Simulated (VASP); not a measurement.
Set up this calculation in VASP 6.6.1, as the native input.

```
Task                   : single point
Functional             : r2SCAN
Potentials or basis    : VASP PAW PBE potentials, release 64 (Co, Si)
Cutoff                 : 520 eV
k mesh                 : 8 × 8 × 8
Occupations            : gaussian, width 0.05 eV
Spin                   : no spin polarisation
Dipole correction      : no
Further INCAR settings : ALGO = Normal; EDIFF = 1e-06; NBANDS = 36
```

Crystal: CoSi.

```
CELL_PARAMETERS angstrom
4.38353 0.00000 0.00000
0.00000 4.38353 0.00000
0.00000 0.00000 4.38353
ATOMIC_POSITIONS crystal
Co 0.14567 0.14567 0.14567
Co 0.35433 0.85433 0.64567
Co 0.64567 0.35433 0.85433
Co 0.85433 0.64567 0.35433
Si 0.84361 0.84361 0.84361
Si 0.65639 0.15639 0.34361
Si 0.34361 0.65639 0.15639
Si 0.15639 0.34361 0.65639
```

The input as run:

POSCAR

```
CoSi
1.0
    4.3835274804      0.0000000000      0.0000000000
    0.0000000000      4.3835274804      0.0000000000
    0.0000000000      0.0000000000      4.3835274804
Co Si
4 4
Direct
    0.1456680264      0.1456680264      0.1456680264
    0.3543319736      0.8543319736      0.6456680264
    0.6456680264      0.3543319736      0.8543319736
    0.8543319736      0.6456680264      0.3543319736
    0.8436088031      0.8436088031      0.8436088031
    0.6563911969      0.1563911969      0.3436088031
    0.3436088031      0.6563911969      0.1563911969
    0.1563911969      0.3436088031      0.6563911969
```

INCAR.step1

```
SYSTEM = CoSi
ALGO     = Normal         ! electronic algorithm
EDIFF    = 1E-4           ! SCF threshold, eV
ENCUT    = 520            ! plane-wave cutoff, eV
GGA      = PE             ! functional
ISMEAR   = 0              ! smearing method
LASPH    = .TRUE.         ! aspherical terms in the spheres
LCHARG   = .FALSE.        ! write CHGCAR
LREAL    = .FALSE.        ! projectors in reciprocal space
LWAVE    = .TRUE.         ! write WAVECAR
NBANDS   = 36             ! bands
NELM     = 100            ! most SCF steps
PREC     = Accurate       ! precision mode
SIGMA    = 0.05           ! smearing width, eV
```

INCAR.step2

```
SYSTEM = CoSi
ALGO     = Normal         ! electronic algorithm
EDIFF    = 1E-6           ! SCF threshold, eV
ENCUT    = 520            ! plane-wave cutoff, eV
ISIF     = 2              ! what is computed and relaxed
ISMEAR   = 0              ! smearing method
ISTART   = 1            
LASPH    = .TRUE.         ! aspherical terms in the spheres
LCHARG   = .FALSE.        ! write CHGCAR
LMIXTAU  = .TRUE.       
LREAL    = .FALSE.        ! projectors in reciprocal space
LWAVE    = .FALSE.        ! write WAVECAR
METAGGA  = R2SCAN         ! meta-GGA
NBANDS   = 36             ! bands
NELM     = 100            ! most SCF steps
PREC     = Accurate       ! precision mode
SIGMA    = 0.05           ! smearing width, eV
```

KPOINTS

```
k-points
0
G
  8 8 8
  0 0 0
```

Potentials or basis: VASP PAW PBE potentials, release 64 (Co, Si).

Run with:

```bash
$ cat potpaw_PBE.64/Co/POTCAR potpaw_PBE.64/Si/POTCAR > POTCAR
$ cp INCAR.step1 INCAR
$ mpirun -np 1 vasp_std > vasp.out
$ cp INCAR.step2 INCAR
$ mpirun -np 1 vasp_std > vasp.out
```

Results of the run:

```yaml
Pressure: 0.0 GPa
Largest_force: 0.005 eV/Å
Band_gap_on_the_k_mesh: zero (band 26 reaches 12.52 eV, above the bottom of band 27 at 12.32 eV)
```

Caveat: the PAW data sets were made with another functional, which shifts forces and pressure a little.

It took 16 min on 1 thread of AMD EPYC 7R43 64-Core Processor (Zen 3), on a shared host, peak memory 0.24 GiB.
